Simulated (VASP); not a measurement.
## AlRu: single point with PBEsol

Crystal: AlRu.

```
CELL_PARAMETERS angstrom
2.95879 0.00000 0.00000
0.00000 2.95879 0.00000
0.00000 0.00000 2.95879
ATOMIC_POSITIONS crystal
Al 0.00000 0.00000 0.00000
Ru 0.50000 0.50000 0.50000
```

```yaml
Program: VASP 6.6.1
Task: single point
Functional: PBEsol
Potentials_or_basis: VASP PAW PBE potentials, release 64 (Al, Ru_pv)
Cutoff: 520 eV
k_mesh: 14 × 14 × 14
Occupations: gaussian, width 0.1 eV
Spin: no spin polarisation
```

* Pressure: 4.1 GPa
* Band gap on the k mesh: zero (an odd number of electrons rules out a gap without spin polarisation)

Levels at points of the mesh, in eV from the Fermi level:
```
           k point  band 5  band 6  band 7  band 8  band 9  band 10  band 11  band 12  band 13  band 14
(0.00, 0.00, 0.00)   -3.77   -3.77    0.20    0.20    0.20     6.24     6.24     6.24    11.19    11.19
(0.50, 0.00, 0.00)   -5.53   -2.93   -1.67   -1.67    0.47     2.41     7.43    11.17    11.17    12.00
(0.50, 0.50, 0.00)   -3.23   -1.39   -1.39   -1.23   -1.23     1.62     5.50     6.63    10.87    12.00
(0.50, 0.50, 0.50)   -4.82   -4.82    1.72    1.72    2.81     4.18     4.18     4.18     8.89     8.89
```

Wall time 38 s on 1 thread of Intel Xeon 8259CL, on a shared host, peak memory 0.18 GiB.

Caveat: the cell stands under pressure; the PAW data sets were made with another functional, which shifts forces and pressure a little.
